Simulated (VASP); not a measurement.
## BN: single point with PBE

BN:

```
CELL_PARAMETERS angstrom
-2.51162 0.00000 0.00000
-1.25581 -2.17513 0.00000
-1.25581 -0.72504 16.84074
ATOMIC_POSITIONS crystal
B 0.04167 0.04167 0.87500
B 0.20833 0.20833 0.37500
B 0.62500 0.62500 0.12500
B 0.45833 0.45833 0.62500
N 0.29167 0.29167 0.12500
N 0.12500 0.12500 0.62500
N 0.37500 0.37500 0.87500
N 0.54167 0.54167 0.37500
```

This cell differs from its parent crystal: the part above a cut slid along it.

| Quantity | Value |
| --- | --- |
| Program | VASP 6.6.1 |
| Task | single point |
| Functional | PBE |
| Potentials or basis | VASP PAW PBE potentials, release 64 (B, N) |
| Cutoff | 600 eV |
| k mesh | 10 × 10 × 2 |
| Occupations | gaussian, width 0.05 eV |
| Spin | no spin polarisation |

| Item | Value |
| --- | --- |
| Pressure | 0.0 GPa |
| Largest force | 0.004 eV/Å |
| Band gap on the k mesh | 4.49 eV (least direct gap 4.86 eV) |

Forces on the atoms (eV/Å):
```
B    0.000  0.000 -0.004
B    0.000  0.000  0.000
B    0.000  0.000  0.004
B    0.000  0.000  0.000
N    0.000  0.000  0.002
N    0.000  0.000  0.000
N    0.000  0.000 -0.002
N    0.000  0.000  0.000
```

Stress tensor (GPa, compression positive):
```
 0.14  0.00  0.00
 0.00  0.14  0.00
 0.00  0.00 -0.14
```

Levels at points of the mesh, in eV from the valence-band top:
```csv
k point,band 13,band 14,band 15,band 16,band 17,band 18,band 19,band 20
"(0.00, 0.00, 0.00)",-1.24,-1.24,-1.24,-1.24,4.49,5.74,5.74,7.79
"(0.50, 0.00, 0.00)",-0.90,-0.79,-0.79,-0.68,4.64,4.85,4.92,5.16
"(0.00, 0.50, 0.00)",-0.90,-0.79,-0.79,-0.68,4.64,4.85,4.92,5.16
"(0.50, 0.50, 0.00)",-0.87,-0.87,-0.71,-0.71,4.67,4.76,5.03,5.11
"(0.00, 0.00, 0.50)",-1.24,-1.24,-1.24,-1.24,4.82,4.82,6.98,6.98
"(0.50, 0.00, 0.50)",-0.87,-0.87,-0.71,-0.71,4.67,4.76,5.03,5.11
"(0.00, 0.50, 0.50)",-0.87,-0.87,-0.71,-0.71,4.67,4.76,5.03,5.11
"(0.50, 0.50, 0.50)",-0.90,-0.79,-0.79,-0.68,4.64,4.85,4.92,5.16
```

Run time: 4.1 min on 1 thread of Oxide Virtual Turin-like Processor, on a shared host, peak memory 0.33 GiB.

Caveat: the cell differs from its parent crystal (the part above a cut slid along it); this functional lacks dispersion, which binds layers or chains, so the pressure and a relaxed spacing across them are unreliable. A k mesh can miss the band edges.
